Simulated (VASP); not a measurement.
# AlGa3P4 (an interface model): single point with PBEsol

System: AlGa3P4 (an interface model).

```
CELL_PARAMETERS angstrom
2.71924 -2.71924 0.00000
0.00000 0.00000 5.43849
-5.45227 -5.45227 0.00000
ATOMIC_POSITIONS crystal
Ga 0.00000 0.00000 0.00000
Ga 0.00000 0.00000 0.49874
Ga 0.50000 0.50000 0.24937
P 0.00000 0.25000 0.74810
P 0.00000 0.25000 0.24937
P 0.50000 0.75000 0.49874
P 0.50000 0.75000 0.00000
Al 0.50000 0.50000 0.74810
```

```json
{
  "Program": "VASP 6.6.1",
  "Task": "single point",
  "Functional": "PBEsol",
  "Potentials or basis": "VASP PAW PBE potentials, release 64 (Ga_d, P, Al)",
  "Cutoff": "400 eV",
  "k mesh": "6 × 4 × 3",
  "Occupations": "fermi-dirac, width 0.05 eV",
  "Spin": "no spin polarisation"
}
```

```yaml
Pressure: 0.0 GPa
Largest_force: 0.132 eV/Å
Band_gap_on_the_k_mesh: 1.47 eV (least direct gap 1.48 eV)
```

Forces in eV/Å, atoms in the order of the input:
```
Ga   0.030  0.030  0.041
Ga   0.022  0.022 -0.004
Ga   0.002  0.002 -0.001
P   -0.069 -0.069 -0.090
P    0.008  0.008  0.022
P    0.037  0.037  0.032
P    0.034  0.034 -0.027
Al  -0.065 -0.065  0.027
```

Stress tensor (GPa, compression positive):
```
 0.04 -0.21  0.00
-0.21  0.04  0.00
 0.00  0.00 -0.04
```

Levels at points of the mesh, in eV from the valence-band top:
| k point | band 29 | band 30 | band 31 | band 32 | band 33 | band 34 |
| --- | --- | --- | --- | --- | --- | --- |
| (0.00, 0.00, 0.00) | -0.02 | -0.01 | 0.00 | 1.48 | 1.74 | 2.21 |
| (0.50, 0.00, 0.00) | -2.56 | -1.15 | -1.15 | 1.47 | 1.48 | 1.62 |
| (0.00, 0.50, 0.00) | -1.05 | -1.03 | -1.01 | 1.65 | 1.91 | 2.13 |
| (0.50, 0.50, 0.00) | -1.07 | -1.05 | -1.02 | 1.62 | 2.09 | 4.44 |

Wall time 81 s on 1 thread of Intel(R) Xeon(R) Platinum 8488C (Sapphire Rapids), on a shared host, peak memory 0.27 GiB.

Caveat: the PAW data sets were made with another functional, which shifts forces and pressure a little.
